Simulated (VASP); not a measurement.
Here is a VASP 6.6.1 calculation.

File INCAR:

```
SYSTEM = KZnF3
PREC = Accurate
ENCUT = 520
EDIFF = 1E-6
ISMEAR = 0
SIGMA = 0.05
LREAL = .False.
LASPH = .True.
NELM = 80
ALGO = Normal
ISIF = 2
LWAVE = .False.
LCHARG = .True.
GGA = CA
LELF = .True.
LVHAR = .True.
NBANDS = 29
```

Contents of KPOINTS:

```
regular mesh
0
Gamma
  6 6 6
  0 0 0
```

Contents of POSCAR:

```
KZnF3
1.0
    4.0500000000      0.0000000000      0.0000000000
    0.0000000000      4.0500000000      0.0253125000
    0.0000000000      0.0253125000      4.0500000000
K Zn F
1 1 3
Direct
    0.0000000000      0.0000000000      0.0000000000
    0.5000000000      0.5000000000      0.5000000000
    0.5000000000      0.5000000000      0.0000000000
    0.0000000000      0.5000000000      0.5000000000
    0.5000000000      0.0000000000      0.5000000000
```

Potentials or basis: VASP PAW LDA potentials, release 64 (K_sv, Zn, F).

Command:

```bash
$ cat potpaw_LDA.64/K_sv/POTCAR potpaw_LDA.64/Zn/POTCAR potpaw_LDA.64/F/POTCAR > POTCAR
$ mpirun -np 1 vasp_std > vasp.out
```

Predict the band gap on the k mesh.

3.59 eV (least direct gap 5.37 eV).

Estimate the pressure.

-4.4 GPa.

Stress tensor (GPa, compression positive):
```
-4.36  0.00  0.00
 0.00 -4.35 -0.41
 0.00 -0.41 -4.35
```

Caveat: the cell differs from its parent crystal (strain +0.0125 x Voigt [0, 0, 0, 1, 0, 0]); the cell stands under tension. A k mesh can miss the band edges.
